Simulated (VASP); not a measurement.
Wanted: the native input for a VASP 6.6.1 run.

- Task: single point
- Functional: PBEsol
- Potentials or basis: VASP PAW PBE potentials, release 64 (Pt)
- Cutoff: 520 eV
- k mesh: 20 × 20 × 20
- Occupations: gaussian, width 0.15 eV
- Spin: no spin polarisation
- Dipole correction: no
- Further INCAR settings: ALGO = Fast; EDIFF = 1e-07; NBANDS = 11

The structure of Pt lies in POSCAR:

```
Pt
1.0
    0.0440527500      1.9579000000      1.9579000000
    1.9579000000      0.0440527500      1.9579000000
    2.0019527500      2.0019527500      0.0000000000
Pt
1
Direct
    0.0000000000      0.0000000000      0.0000000000
```

This cell differs from its parent crystal: strain +0.0450 x Voigt [0, 0, 0, 0, 0, 1].

These files were run (other wordings do the same):

INCAR

```
PREC = Accurate
ENCUT = 520
EDIFF = 1E-7
ISMEAR = 0
SIGMA = 0.15
LREAL = False
LASPH = True
NELM = 100
ALGO = Fast
ISIF = 2
LWAVE = False
LCHARG = False
GGA = PS
NBANDS = 11
```

KPOINTS

```
regular mesh
0
Gamma
  20 20 20
```

Potentials or basis: VASP PAW PBE potentials, release 64 (Pt).

Launch:

```sh
$ cat potpaw_PBE.64/Pt/POTCAR > POTCAR
$ mpirun -np 1 vasp_std > vasp.out
```

Results of the run:

```yaml
Pressure: 0.8 GPa
Band_gap_on_the_k_mesh: zero (band 5 reaches 11.75 eV, above the bottom of band 6 at 9.40 eV)
```

Caveat: the cell differs from its parent crystal (strain +0.0450 x Voigt [0, 0, 0, 0, 0, 1]); the PAW data sets were made with another functional, which shifts forces and pressure a little; spin-orbit coupling is left out, which moves the levels of the heavy elements.

Wall time 3.1 min on 1 thread of Intel(R) Xeon(R) Platinum 8259CL CPU @ 2.50GHz (Skylake/Cascade Lake) (shared host), peak memory 0.31 GiB.
